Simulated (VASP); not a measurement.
# Ni (Fm-3m) in VASP: a series of runs

Runs on Ni. Level: PBE. Tasks: single point.

Program: VASP 6.6.1. These are calculated values, not measurements. Logs are shortened: lines on timing, memory, paths and dates and some standing lists are left out, and cuts for length are marked.

### Step 1. The cell of the first run

The structure is cubic, space group Fm-3m (No. 225). The conventional cell has a = 3.450 Å, b = 3.450 Å, c = 3.450 Å, α = 90.00°, β = 90.00°, γ = 90.00°. Ni (site symmetry m-3m) has 12 Ni at 2.44 Å within 3.2 Å.

### Step 2. Single point, PBE, collinear spin, antiferromagnetic start

INCAR reads:

```
PREC = Accurate
ENCUT = 520
EDIFF = 1E-6
ISMEAR = 0
SIGMA = 0.1
LREAL = False
LASPH = True
NELM = 150
ALGO = Normal
ISIF = 2
LWAVE = False
LCHARG = False
ISPIN = 2
MAGMOM = 2 -2
LORBIT = 11
LMAXMIX = 4
GGA = PE
NBANDS = 21
```

KPOINTS reads:

```
regular mesh
0
Gamma
  7 14 14
```

POSCAR reads:

```
Ni
1.0
    0.0000000000      3.4500000000      3.4500000000
    1.7250000000      0.0000000000      1.7250000000
    1.7250000000      1.7250000000      0.0000000000
Ni
2
Direct
    0.0000000000      0.0000000000      0.0000000000
    0.5000000000      0.0000000000      0.0000000000
```

Potentials or basis: VASP PAW PBE potentials, release 64 (Ni).

Command:

```console
> cat potpaw_PBE.64/Ni/POTCAR > POTCAR
> mpirun -np 1 vasp_std > vasp.out
```

OUTCAR:

```text
PREC = Accurate
   ENCUT = 520
   EDIFF = 1E-6
   ISMEAR = 0
   LREAL = False
   LASPH = True
   NELM = 150
   ISIF = 2
   ISPIN = 2
   LORBIT = 11
   GGA = PE

 ion  position               nearest neighbor table
   1  0.000  0.000  0.000-   2 2.44   2 2.44   2 2.44   2 2.44   2 2.44   2 2.44
   2  0.500  0.000  0.000-   1 2.44   1 2.44   1 2.44   1 2.44   1 2.44   1 2.44

  LATTYP: Found a trigonal (rhomboedric) cell.
 ALAT       =     4.2253698063
 COS(alpha) =     0.8333333333

  Lattice vectors:

 A1 = (   1.7250000000,  -1.7250000000,  -3.4500000000)
 A2 = (   3.4500000000,  -1.7250000000,  -1.7250000000)
 A3 = (   1.7250000000,  -3.4500000000,  -1.7250000000)

Analysis of symmetry for initial positions (statically):
=====================================================================
 Subroutine PRICEL returns following result:

  LATTYP: Found a face centered cubic cell.
 ALAT       =     3.4500000000
[... 12 lines left out ...]
 Subroutine GETGRP returns: Found 12 space group operations
 (whereof 12 operations were pure point group operations)
 out of a pool of 12 trial point group operations.

The static configuration has the point symmetry D_3d.

Analysis of symmetry for dynamics (positions and initial velocities):
=====================================================================
 Subroutine PRICEL returns following result:

  LATTYP: Found a face centered cubic cell.
 ALAT       =     3.4500000000
[... 12 lines left out ...]
 Subroutine GETGRP returns: Found 12 space group operations
 (whereof 12 operations were pure point group operations)
 out of a pool of 12 trial point group operations.

The dynamic configuration has the point symmetry D_3d.

Analysis of structural, dynamic, and magnetic symmetry:
=====================================================================
 Subroutine PRICEL returns following result:

  LATTYP: Found a face centered cubic cell.
 ALAT       =     3.4500000000
[... 12 lines left out ...]
 Subroutine GETGRP returns: Found 12 space group operations
 (whereof 12 operations were pure point group operations)
 out of a pool of 12 trial point group operations.

The overall configuration has the point symmetry D_3d.

 Subroutine INISYM returns: Found 12 space group operations
 (whereof 12 operations are pure point group operations),
 and found     2 'primitive' translations

----------------------------------------------------------------------------------------

                                     Primitive cell

  volume of cell :      10.2659

  direct lattice vectors                    reciprocal lattice vectors
     0.000000000  1.725000000  1.725000000    -0.289855072  0.289855072  0.289855072
     1.725000000  0.000000000  1.725000000     0.289855072 -0.289855072  0.289855072
     1.725000000  1.725000000  0.000000000     0.289855072  0.289855072 -0.289855072

  length of vectors
     2.439518395  2.439518395  2.439518395     0.502043712  0.502043712  0.502043712

  position of ions in fractional coordinates (direct lattice)
     0.000000000  0.000000000  0.000000000

  ion indices of the primitive-cell ions
   primitive index   ion index
                 1           1

----------------------------------------------------------------------------------------

 KPOINTS: regular mesh

Automatic generation of k-mesh.
 Grid dimensions read from file:
 generate k-points for:    7   14   14

 Generating k-lattice:

  Cartesian coordinates                     Fractional coordinates (reciprocal lattice)
    -0.020703934  0.020703934  0.020703934     0.142857143  0.000000000  0.000000000
     0.020703934 -0.020703934  0.020703934     0.000000000  0.071428571  0.000000000
     0.020703934  0.020703934 -0.020703934     0.000000000  0.000000000  0.071428571

  Length of vectors
     0.035860265  0.035860265  0.035860265

  Shift w.r.t. Gamma in fractional coordinates (k-lattice)
     0.000000000  0.000000000  0.000000000

 -----------------------------------------------------------------------------
[... 12 lines left out ...]
|        whereas your k-lattice is body-centered cubic.                       |
|                                                                             |
|     Results are often still useful ...                                      |
|                                                                             |
 -----------------------------------------------------------------------------

 Subroutine IBZKPT returns following result:
 ===========================================

 Found    144 irreducible k-points:

 Following reciprocal coordinates:
            Coordinates               Weight
  0.000000  0.000000  0.000000      1.000000
  0.142857  0.000000  0.000000      2.000000
  0.285714  0.000000  0.000000      2.000000
  0.428571  0.000000  0.000000      2.000000
  0.000000  0.071429  0.000000      6.000000
  0.142857  0.071429  0.000000      6.000000
[... 16 lines left out ...]
 -0.428571  0.214286  0.000000      6.000000
 -0.285714  0.214286  0.000000      6.000000
 [... further k-points ...]
   k-points           NKPTS =    144   k-points in BZ     NKDIM =    144   number of bands    NBANDS=     21
   number of dos      NEDOS =    301   number of ions     NIONS =      2
   total plane-waves  NPLWV =  11664
   dimension x,y,z NGX =    36 NGY =   18 NGZ =   18
   dimension x,y,z NGXF=    72 NGYF=   36 NGZF=   36
   ions per type =               2
   NGX,Y,Z   is equivalent  to a cutoff of  12.27, 12.27, 12.27 a.u.
   NGXF,Y,Z  is equivalent  to a cutoff of  24.53, 24.53, 24.53 a.u.
 SYSTEM =  unknown system
   PREC   = accura    normal or accurate (medium, high low for compatibility)
   ISTART =      0    job   : 0-new  1-cont  2-samecut
   ICHARG =      2    charge: 1-file 2-atom 10-const
   ISPIN  =      2    spin polarized calculation?
   LNONCOLLINEAR =      F non collinear calculations
   LSORBIT =      F    spin-orbit coupling
   LASPH  =      T    aspherical Exc in radial PAW
   ENCUT  =  520.0 eV  38.22 Ry    6.18 a.u.   9.07  4.54  4.54*2*pi/ulx,y,z
   NELM   =    150;   NELMIN=  2; NELMDL= -5     # of ELM steps
   EDIFF  = 0.1E-05   stopping-criterion for ELM
   LREAL  =      F    real-space projection
[... 7 lines left out ...]
   TEBEG  =    0.0;   TEEND  =   0.0 temperature during run
   PSTRESS=    0.0 pullay stress
   NELECT =      20.0000    total number of electrons
   NUPDOWN=      -1.0000    fix difference up-down
   EMIN   =  10.00;   EMAX   =-10.00  energy-range for DOS
   EFERMI =   0.00;   METHOD = LEGACY
   ISMEAR =     0;   SIGMA  =   0.10  broadening in eV -4-tet -1-fermi 0-gaus
   EFERMI_NEDOS =   21; number of points for ismear=-14 and -15
   IALGO  =     38    algorithm
   IMIX   =      4    mixing-type and parameters
     AMIX     =   0.40;   BMIX     =  1.00
     AMIX_MAG =   1.60;   BMIX_MAG =  1.00
  volume/ion in A,a.u.               =      10.27        69.28
  Fermi-wavevector in a.u.,A,eV,Ry     =   1.622840  3.066723 35.832440  2.633610
  Thomas-Fermi vector in A             =   2.716388
   LORBIT       =     11    0 simple, 1 ext, 2 COOP (PROOUT), +10 PAW based schemes
   GGA     = PE    functional components
   LHFCALC =     F    Hartree Fock is set to
   AEXX    =    0.0000 exact exchange contribution
   IVDW    =     0    specifies the selected vdW correction
   LEPSILON=     F    determine dielectric tensor
   LRPA    =     F    only Hartree local field effects (RPA)
 spin polarized calculation
 Gauss-broadening in eV      SIGMA  =   0.10
  energy-cutoff  :      520.00
  volume of cell :       20.53
 maximum number of plane-waves:       569
   NGX = 19   NGY =  9   NGZ =  9

 number of electron      19.9999980 magnetization       0.0000000

 number of electron      19.9999980 magnetization      -0.0000000

 Free energy of the ion-electron system (eV)
  ---------------------------------------------------
  ext. energy  EPLUGINS =         0.00000000
  ---------------------------------------------------
  free energy    TOTEN  =       -10.80609538 eV

  energy without entropy =      -10.77413859  energy(sigma->0) =      -10.79011698

 E-fermi :  10.0291     XC(G=0): -13.6020

 val. band max:       10.0288871520   @ k =   0.0000  -0.3571   0.2857
 cond. band min:      10.0320285732   @ k =  -0.1429   0.2143   0.0000
 fundamental gap:      0.0031414212
 Fermi energy:        10.0291079156

 spin component 1

 k-point     1 :       0.0000    0.0000    0.0000
  band No.  band energies     occupation
      1       0.7862      1.00000
      2       5.2782      1.00000
      3       7.8861      1.00000
      4       7.8861      1.00000
      5       8.0249      1.00000
      6       8.0808      1.00000
[... 565 lines left out ...]
     20      38.5652      0.00000
     21      39.6568      0.00000

 [... further k-points ...]

 spin component 2

 k-point     1 :       0.0000    0.0000    0.0000
  band No.  band energies     occupation
      1       0.7862      1.00000
      2       5.2782      1.00000
      3       7.8861      1.00000
      4       7.8861      1.00000
      5       8.0249      1.00000
      6       8.0808      1.00000
[... 565 lines left out ...]
     20      38.5652      0.00000
     21      39.6568      0.00000

 [... further k-points ...]

------------------------ aborting loop because EDIFF is reached ----------------------------------------

  FORCE on cell =-STRESS in cart. coord.  units (eV):
  Direction    XX          YY          ZZ          XY          YZ          ZX
  --------------------------------------------------------------------------------------
  -------------------------------------------------------------------------------------
  Total        1.5741616      1.5741616      1.5741616     -0.0160809      0.0160809     -0.0160809
  in kB      122.8379654    122.8379654    122.8379654     -1.2548550      1.2548550     -1.2548550
  external PRESSURE =     122.8379654 kB  Pullay stress =       0.0000000 kB

 VOLUME and BASIS-vectors are now :
 -----------------------------------------------------------------------------
  energy-cutoff  :      520.00
  volume of cell :       20.53
      direct lattice vectors                 reciprocal lattice vectors
     0.000000000  3.450000000  3.450000000    -0.144927536  0.144927536  0.144927536
     1.725000000  0.000000000  1.725000000     0.289855072 -0.289855072  0.289855072
     1.725000000  1.725000000  0.000000000     0.289855072  0.289855072 -0.289855072

 POSITION                                       TOTAL-FORCE (eV/Angst)
 -----------------------------------------------------------------------------------
      0.00000      0.00000      0.00000        -0.000000     -0.000000     -0.000000
      0.00000      1.72500      1.72500         0.000000      0.000000      0.000000
 -----------------------------------------------------------------------------------
    total drift:                               -0.000000     -0.000000      0.000000

  FREE ENERGIE OF THE ION-ELECTRON SYSTEM (eV)
  ---------------------------------------------------
  free  energy   TOTEN  =       -10.8060953817 eV

  energy  without entropy=      -10.7741385851  energy(sigma->0) =      -10.79011698

 total charge

# of ion       s       p       d       tot
------------------------------------------
    1        0.521   0.549   8.350   9.420
    2        0.521   0.549   8.350   9.420
--------------------------------------------------
tot          1.043   1.098  16.700  18.841

 magnetization (x)

# of ion       s       p       d       tot
------------------------------------------
    1       -0.001  -0.000   0.217   0.216
    2        0.001   0.000  -0.217  -0.216
--------------------------------------------------
tot          0.000   0.000   0.000   0.000
```

It took 63 s on 1 thread of Intel Xeon Platinum 8488C (Sapphire Rapids), shared host; peak memory 0.2 GiB.

What came out:

* Free energy: -10.8061 eV
* Pressure: 12.3 GPa
* Band gap on the k mesh: zero (filled and empty bands overlap)
* Net moment: 0.00 μB per cell
* Site moments: Ni +0.22, -0.22 μB
* Valence electrons inside the program's atomic spheres: Ni 9.42

Caveat: the cell stands under pressure.

### Step 3. Single point, PBE, collinear spin, ferromagnetic start

INCAR reads:

```
PREC = Accurate ; ENCUT = 520
EDIFF = 1E-6 ; ISMEAR = 0
SIGMA = 0.1 ; LREAL = False
LASPH = True ; NELM = 150
ALGO = Normal ; ISIF = 2
LWAVE = False ; LCHARG = True
ISPIN = 2 ; MAGMOM = 0.2 0.2
LORBIT = 11 ; LMAXMIX = 4
GGA = PE ; LELF = True
LVHAR = True ; NBANDS = 21
```

KPOINTS is that of step 2.

POSCAR is that of step 2.

Potentials or basis: VASP PAW PBE potentials, release 64 (Ni).

Command:

```console
> cat potpaw_PBE.64/Ni/POTCAR > POTCAR
> mpirun -np 1 vasp_std > vasp.out
```

Wall time 61 s (1 thread of Intel Xeon Platinum 8488C (Sapphire Rapids), shared host); peak memory 0.2 GiB.

The run converged. Its results:

| Item | Value |
| --- | --- |
| Free energy | -10.8970 eV |
| Pressure | 12.9 GPa |
| Net moment | 1.12 μB per cell |
| Site moments | Ni +0.57 μB |
| Valence electrons inside the program's atomic spheres | Ni 9.42 |

Levels at points of the mesh, in eV from the Fermi level:
Spin up:
```csv
k point,band 8,band 9,band 10,band 11,band 12,band 13,band 14,band 15
"(0.00, 0.00, 0.00)",-1.27,-1.27,-0.55,-0.55,-0.39,6.12,22.68,24.22
"(0.00, 0.50, 0.00)",-0.50,-0.40,-0.40,-0.39,2.49,6.12,9.77,15.39
```
Spin down:
```csv
k point,band 7,band 8,band 9,band 10,band 11,band 12,band 13,band 14
"(0.00, 0.00, 0.00)",-1.86,-0.75,-0.75,-0.45,0.14,0.14,6.50,22.55
"(0.00, 0.50, 0.00)",0.05,0.14,0.14,0.39,0.39,2.45,6.50,9.99
```

Caveat: the cell stands under pressure.
